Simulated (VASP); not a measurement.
# MgO (P1) in VASP: a series of runs

Runs on MgO. Level: PBE. Tasks: single point.

Everything below comes from runs of VASP 6.6.1. Logs are shortened: lines on timing, memory, paths and dates and some standing lists are left out, and cuts for length are marked.

## 1. The cell of the first run

The typed cell holds 8 atoms: a = 3.280 Å, b = 3.280 Å, c = 10.515 Å, α = 90.00°, β = 90.00°, γ = 120.00°.

## 2. Single point, PBE (atom 6 (O) moved by -0.440 Å along [1 0 0] and +0.000 Å along [0 0 1])

INCAR reads:

```
SYSTEM = MgO
PREC = Accurate ; ENCUT = 520
EDIFF = 1E-6 ; ISMEAR = 0
SIGMA = 0.05 ; LREAL = .False.
LASPH = .True. ; NELM = 60
ALGO = Normal ; ISIF = 2
LWAVE = .False. ; LCHARG = .False.
GGA = PE ; NBANDS = 26
```

KPOINTS reads:

```
regular mesh
0
Gamma
  9 9 2
  0 0 0
```

POSCAR reads:

```
MgO
1.0
    3.2803754002      0.0000000000      0.0000000000
   -1.6401877001      2.8408884305      0.0000000000
    0.0000000000      0.0000000000     10.5147056238
Mg O
4 4
Direct
    0.3333333333      0.6666666667      0.9694791811
    0.0000000000      0.0000000000      0.2208070585
    0.0000000000      0.0000000000      0.7208070585
    0.6666666667      0.3333333333      0.4694791811
    0.3333333333      0.6666666667      0.7800540723
   -0.1341309900      0.0000000000      0.5296578681
    0.0000000000      0.0000000000      0.0296578681
    0.6666666667      0.3333333333      0.2800540723
```

Potentials or basis: VASP PAW PBE potentials, release 64 (Mg, O).

On the command line:

```
$ cat potpaw_PBE.64/Mg/POTCAR potpaw_PBE.64/O/POTCAR > POTCAR
$ mpirun -np 1 vasp_std > vasp.out
```

OUTCAR:

```text
SYSTEM = MgO
   PREC = Accurate
   ENCUT = 520
   EDIFF = 1E-6
   ISMEAR = 0
   LREAL = .False.
   LASPH = .True.
   NELM = 60
   ISIF = 2
   GGA = PE

 ion  position               nearest neighbor table
   1  0.333  0.667  0.969-   5 1.99   7 2.00   7 2.00   7 2.00   3 3.23   3 3.23   3 3.23   2 3.25
                             2 3.25   2 3.25
   2  0.000  0.000  0.221-   8 1.99   8 1.99   8 1.99   7 2.01   4 3.23   4 3.23   4 3.23   1 3.25
                             1 3.25   1 3.25
   3  0.000  0.000  0.721-   5 1.99   5 1.99   5 1.99   6 2.06   1 3.23   1 3.23   1 3.23   4 3.25
                             4 3.25   4 3.25
   4  0.667  0.333  0.469-   6 1.65   8 1.99   6 2.04   6 2.37   2 3.23   2 3.23   2 3.23   3 3.25
                             3 3.25   3 3.25
   5  0.333  0.667  0.780-   1 1.99   3 1.99   3 1.99   3 1.99
   6  0.866  0.000  0.530-   4 1.65   4 2.04   3 2.06   4 2.37
   7  0.000  0.000  0.030-   1 2.00   1 2.00   1 2.00   2 2.01
   8  0.667  0.333  0.280-   4 1.99   2 1.99   2 1.99   2 1.99

  LATTYP: Found a hexagonal cell.
 ALAT       =     3.2803754002
 C/A-ratio  =     3.2053360793

  Lattice vectors:

 A1 = (   3.2803754002,   0.0000000000,   0.0000000000)
 A2 = (  -1.6401877001,   2.8408884305,   0.0000000000)
 A3 = (   0.0000000000,   0.0000000000,  10.5147056238)

Analysis of symmetry for initial positions (statically):
=====================================================================
 Subroutine PRICEL returns:
 Original cell was already a primitive cell.

 Routine SETGRP: Setting up the symmetry group for a
 hexagonal supercell.

 Subroutine GETGRP returns: Found  1 space group operations
 (whereof  1 operations were pure point group operations)
 out of a pool of 24 trial point group operations.

The static configuration has the point symmetry C_1 .

Analysis of symmetry for dynamics (positions and initial velocities):
=====================================================================
 Subroutine PRICEL returns:
 Original cell was already a primitive cell.

 Routine SETGRP: Setting up the symmetry group for a
 hexagonal supercell.

 Subroutine GETGRP returns: Found  1 space group operations
 (whereof  1 operations were pure point group operations)
 out of a pool of 24 trial point group operations.

The dynamic configuration has the point symmetry C_1 .

 Subroutine INISYM returns: Found  1 space group operations
 (whereof  1 operations are pure point group operations),
 and found     1 'primitive' translations

----------------------------------------------------------------------------------------

                                     Primitive cell

  volume of cell :      97.9884

  direct lattice vectors                    reciprocal lattice vectors
     3.280375400  0.000000000  0.000000000     0.304843159  0.176001280  0.000000000
    -1.640187700  2.840888431  0.000000000     0.000000000  0.352002560  0.000000000
     0.000000000  0.000000000 10.514705624     0.000000000  0.000000000  0.095104897

  length of vectors
     3.280375400  3.280375400 10.514705624     0.352002560  0.352002560  0.095104897

  position of ions in fractional coordinates (direct lattice)
     0.333333333  0.666666667  0.969479181
     0.000000000  0.000000000  0.220807059
     0.000000000  0.000000000  0.720807059
     0.666666667  0.333333333  0.469479181
     0.333333333  0.666666667  0.780054072
     0.865869010  0.000000000  0.529657868
     0.000000000  0.000000000  0.029657868
     0.666666667  0.333333333  0.280054072

  ion indices of the primitive-cell ions
   primitive index   ion index
                 1           1
                 2           2
                 3           3
                 4           4
                 5           5
                 6           6
                 7           7
                 8           8

----------------------------------------------------------------------------------------

 KPOINTS: regular mesh

Automatic generation of k-mesh.
 Grid dimensions read from file:
 generate k-points for:    9    9    2

 Generating k-lattice:

  Cartesian coordinates                     Fractional coordinates (reciprocal lattice)
     0.033871462  0.019555698  0.000000000     0.111111111  0.000000000  0.000000000
     0.000000000  0.039111396  0.000000000     0.000000000  0.111111111  0.000000000
     0.000000000  0.000000000  0.047552449     0.000000000  0.000000000  0.500000000

  Length of vectors
     0.039111396  0.039111396  0.047552449

  Shift w.r.t. Gamma in fractional coordinates (k-lattice)
     0.000000000  0.000000000  0.000000000

 Subroutine IBZKPT returns following result:
 ===========================================

 Found     82 irreducible k-points:

 Following reciprocal coordinates:
            Coordinates               Weight
  0.000000  0.000000  0.000000      1.000000
  0.111111  0.000000  0.000000      2.000000
  0.000000  0.111111  0.000000      2.000000
 -0.111111  0.111111  0.000000      2.000000
  0.222222  0.000000  0.000000      2.000000
  0.000000  0.222222  0.000000      2.000000
[... 16 lines left out ...]
  0.333333  0.111111  0.000000      2.000000
 -0.111111  0.444444  0.000000      2.000000
 [... further k-points ...]
   k-points           NKPTS =     82   k-points in BZ     NKDIM =     82   number of bands    NBANDS=     26
   number of dos      NEDOS =    301   number of ions     NIONS =      8
   total plane-waves  NPLWV =  46080
   dimension x,y,z NGX =    24 NGY =   24 NGZ =   80
   dimension x,y,z NGXF=    48 NGYF=   48 NGZF=  160
   ions per type =               4   4
   NGX,Y,Z   is equivalent  to a cutoff of  12.16, 12.16, 12.65 a.u.
   NGXF,Y,Z  is equivalent  to a cutoff of  24.33, 24.33, 25.30 a.u.
 SYSTEM =  MgO
   PREC   = accura    normal or accurate (medium, high low for compatibility)
   ISTART =      0    job   : 0-new  1-cont  2-samecut
   ICHARG =      2    charge: 1-file 2-atom 10-const
   ISPIN  =      1    spin polarized calculation?
   LNONCOLLINEAR =      F non collinear calculations
   LSORBIT =      F    spin-orbit coupling
   LASPH  =      T    aspherical Exc in radial PAW
   ENCUT  =  520.0 eV  38.22 Ry    6.18 a.u.   6.10  6.10 19.55*2*pi/ulx,y,z
   NELM   =     60;   NELMIN=  2; NELMDL= -5     # of ELM steps
   EDIFF  = 0.1E-05   stopping-criterion for ELM
   LREAL  =      F    real-space projection
   EDIFFG = 0.1E-04   stopping-criterion for IOM
   NSW    =      0    number of steps for IOM
   IBRION =     -1    ionic relax: 0-MD 1-quasi-New 2-CG
   NFREE  =      0    steps in history (QN), initial steepest desc. (CG)
   ISIF   =      2    stress and relaxation
   ISYM   =      2    0-nonsym 1-usesym 2-fastsym
   POTIM  = 0.5000    time-step for ionic-motion
   TEBEG  =    0.0;   TEEND  =   0.0 temperature during run
   PSTRESS=    0.0 pullay stress
   NELECT =      32.0000    total number of electrons
   NUPDOWN=      -1.0000    fix difference up-down
   EMIN   =  10.00;   EMAX   =-10.00  energy-range for DOS
   EFERMI =   0.00;   METHOD = LEGACY
   ISMEAR =     0;   SIGMA  =   0.05  broadening in eV -4-tet -1-fermi 0-gaus
   EFERMI_NEDOS =   21; number of points for ismear=-14 and -15
   IALGO  =     38    algorithm
   IMIX   =      4    mixing-type and parameters
     AMIX     =   0.40;   BMIX     =  1.00
     AMIX_MAG =   1.60;   BMIX_MAG =  1.00
  volume/ion in A,a.u.               =      12.25        82.66
  Fermi-wavevector in a.u.,A,eV,Ry     =   1.127370  2.130421 17.292509  1.270964
  Thomas-Fermi vector in A             =   2.264056
   LORBIT       =      0    0 simple, 1 ext, 2 COOP (PROOUT), +10 PAW based schemes
   GGA     = PE    functional components
   LHFCALC =     F    Hartree Fock is set to
   AEXX    =    0.0000 exact exchange contribution
   IVDW    =     0    specifies the selected vdW correction
   LEPSILON=     F    determine dielectric tensor
   LRPA    =     F    only Hartree local field effects (RPA)
 non-spin polarized calculation
 Gauss-broadening in eV      SIGMA  =   0.05
  energy-cutoff  :      520.00
  volume of cell :       97.99
 maximum number of plane-waves:      2688
   NGX = 13   NGY = 13   NGZ = 39

 number of electron      32.0000016 magnetization

 Free energy of the ion-electron system (eV)
  ---------------------------------------------------
  ext. energy  EPLUGINS =         0.00000000
  ---------------------------------------------------
  free energy    TOTEN  =       -45.87431268 eV

  energy without entropy =      -45.87431268  energy(sigma->0) =      -45.87431268

 E-fermi :   1.1708     XC(G=0):  -9.5809

 val. band max:        0.9231254190   @ k =   0.0000   0.0000   0.0000
 cond. band min:       4.0957243435   @ k =   0.0000   0.0000   0.0000
 fundamental gap:      3.1725989245
 Fermi energy:         1.1707647854

 k-point     1 :       0.0000    0.0000    0.0000
  band No.  band energies     occupation
      1     -15.1981      2.00000
      2     -14.8865      2.00000
      3     -14.8727      2.00000
      4     -14.5349      2.00000
      5      -2.3106      2.00000
      6      -1.1573      2.00000
[... 18 lines left out ...]
     25      15.1232      0.00000
     26      15.4959      0.00000

 k-point     2 :       0.1111    0.0000    0.0000
  band No.  band energies     occupation
      1     -15.1392      2.00000
      2     -14.8432      2.00000
      3     -14.8273      2.00000
      4     -14.5088      2.00000
      5      -2.1874      2.00000
      6      -1.1937      2.00000
[... 18 lines left out ...]
     25      14.7251      0.00000
     26      15.0016      0.00000

 k-point     3 :       0.0000    0.1111    0.0000
  band No.  band energies     occupation
      1     -15.1379      2.00000
      2     -14.8416      2.00000
      3     -14.8273      2.00000
      4     -14.5083      2.00000
      5      -2.1857      2.00000
      6      -1.2003      2.00000
[... 18 lines left out ...]
     25      14.6491      0.00000
     26      14.8664      0.00000

 k-point     4 :      -0.1111    0.1111    0.0000
  band No.  band energies     occupation
      1     -15.1379      2.00000
      2     -14.8404      2.00000
      3     -14.8284      2.00000
      4     -14.5080      2.00000
      5      -2.1865      2.00000
      6      -1.2062      2.00000
[... 18 lines left out ...]
     25      14.7817      0.00000
     26      15.0724      0.00000

 k-point     5 :       0.2222    0.0000    0.0000
  band No.  band energies     occupation
      1     -14.9821      2.00000
      2     -14.7322      2.00000
      3     -14.7082      2.00000
      4     -14.4459      2.00000
      5      -1.8465      2.00000
      6      -1.4138      2.00000
[... 18 lines left out ...]
     25      13.8779      0.00000
     26      14.2301      0.00000

 k-point     6 :       0.0000    0.2222    0.0000
  band No.  band energies     occupation
      1     -14.9770      2.00000
      2     -14.7254      2.00000
      3     -14.7099      2.00000
      4     -14.4443      2.00000
      5      -1.8378      2.00000
      6      -1.4327      2.00000
[... 427 lines left out ...]
 k-point    21 :       0.1111    0.2222    0.0000
  band No.  band energies     occupation
      1     -14.8463      2.00000
      2     -14.6394      2.00000
      3     -14.6149      2.00000
      4     -14.4024      2.00000
      5      -1.6389      2.00000
      6      -1.5715      2.00000
[... 18 lines left out ...]
     25      13.4723      0.00000
     26      13.7751      0.00000

 k-point    22 :       0.3333   -0.1111    0.0000
  band No.  band energies     occupation
      1     -14.8506      2.00000
      2     -14.6398      2.00000
      3     -14.6183      2.00000
      4     -14.4018      2.00000
      5      -1.6370      2.00000
      6      -1.5538      2.00000
[... 18 lines left out ...]
     25      13.6025      0.00000
     26      13.7604      0.00000

 k-point    23 :       0.3333    0.1111    0.0000
  band No.  band energies     occupation
      1     -14.6690      2.00000
      2     -14.5431      2.00000
      3     -14.4832      2.00000
      4     -14.3701      2.00000
      5      -1.9895      2.00000
      6      -1.7991      2.00000
[... 18 lines left out ...]
     25      13.3047      0.00000
     26      13.6932      0.00000

 k-point    24 :      -0.1111    0.4444    0.0000
  band No.  band energies     occupation
      1     -14.6540      2.00000
      2     -14.5193      2.00000
      3     -14.5022      2.00000
      4     -14.3635      2.00000
      5      -2.0252      2.00000
      6      -1.8353      2.00000
[... 18 lines left out ...]
     25      13.0852      0.00000
     26      13.6736      0.00000

 [... further k-points ...]

------------------------ aborting loop because EDIFF is reached ----------------------------------------

  FORCE on cell =-STRESS in cart. coord.  units (eV):
  Direction    XX          YY          ZZ          XY          YZ          ZX
  --------------------------------------------------------------------------------------
  -------------------------------------------------------------------------------------
  Total        3.5495113      2.3311954      0.9265031     -3.9371528     -2.4838306      2.7747035
  in kB       58.0369125     38.1166232     15.1489527    -64.3751130    -40.6123112     45.3682801
  external PRESSURE =      37.1008294 kB  Pullay stress =       0.0000000 kB

 VOLUME and BASIS-vectors are now :
 -----------------------------------------------------------------------------
  energy-cutoff  :      520.00
  volume of cell :       97.99
      direct lattice vectors                 reciprocal lattice vectors
     3.280375400  0.000000000  0.000000000     0.304843159  0.176001280  0.000000000
    -1.640187700  2.840888431  0.000000000     0.000000000  0.352002560  0.000000000
     0.000000000  0.000000000 10.514705624     0.000000000  0.000000000  0.095104897

 POSITION                                       TOTAL-FORCE (eV/Angst)
 -----------------------------------------------------------------------------------
     -0.00000      1.89393     10.19379        -0.002941     -0.002125     -0.009391
      0.00000      0.00000      2.32172        -0.035912     -0.000028     -0.031299
      0.00000      0.00000      7.57907        -0.272051      0.000217     -0.216254
      1.64019      0.94696      4.93644        -5.055555      3.507485     -2.138697
     -0.00000      1.89393      8.20204        -0.085935     -0.054437      0.058130
      2.84038      0.00000      5.56920         5.547377     -3.491216      2.335515
      0.00000      0.00000      0.31184         0.000902     -0.000199      0.014765
      1.64019      0.94696      2.94469        -0.095886      0.040303     -0.012769
 -----------------------------------------------------------------------------------
    total drift:                                0.000462     -0.000160     -0.000467

  FREE ENERGIE OF THE ION-ELECTRON SYSTEM (eV)
  ---------------------------------------------------
  free  energy   TOTEN  =       -45.8743126805 eV

  energy  without entropy=      -45.8743126805  energy(sigma->0) =      -45.87431268
```

It took 73 s on 1 thread of Intel Xeon 6975P-C (Granite Rapids), shared host; peak memory 0.3 GiB.

Results:

```
Free energy            : -45.8743 eV
Pressure               : 3.7 GPa
Largest force          : 6.958 eV/Å
Band gap on the k mesh : 3.17 eV, direct
```

Forces on the atoms (eV/Å):
```
Mg  -0.003 -0.002 -0.009
Mg  -0.036  0.000 -0.031
Mg  -0.272  0.000 -0.216
Mg  -5.056  3.507 -2.139
O   -0.086 -0.054  0.058
O    5.547 -3.491  2.336
O    0.001  0.000  0.015
O   -0.096  0.040 -0.013
```

Stress tensor (GPa, compression positive):
```
 5.80 -6.44  4.54
-6.44  3.81 -4.06
 4.54 -4.06  1.51
```

Levels at points of the mesh, in eV from the valence-band top:
```
           k point  band 14  band 15  band 16  band 17  band 18  band 19
(0.00, 0.00, 0.00)    -0.36    -0.25     0.00     3.17     5.49     5.55
(0.00, 0.00, 0.50)    -0.37    -0.35    -0.05     3.94     4.06     7.03
```

Caveat: the cell differs from its parent crystal (atom 6 (O) moved by -0.440 Å along [1 0 0] and +0.000 Å along [0 0 1]); forces of over 1 eV/Å act on the atoms, so gaps and moduli don't describe the material at rest.

(Continued in part 2 of 2.)
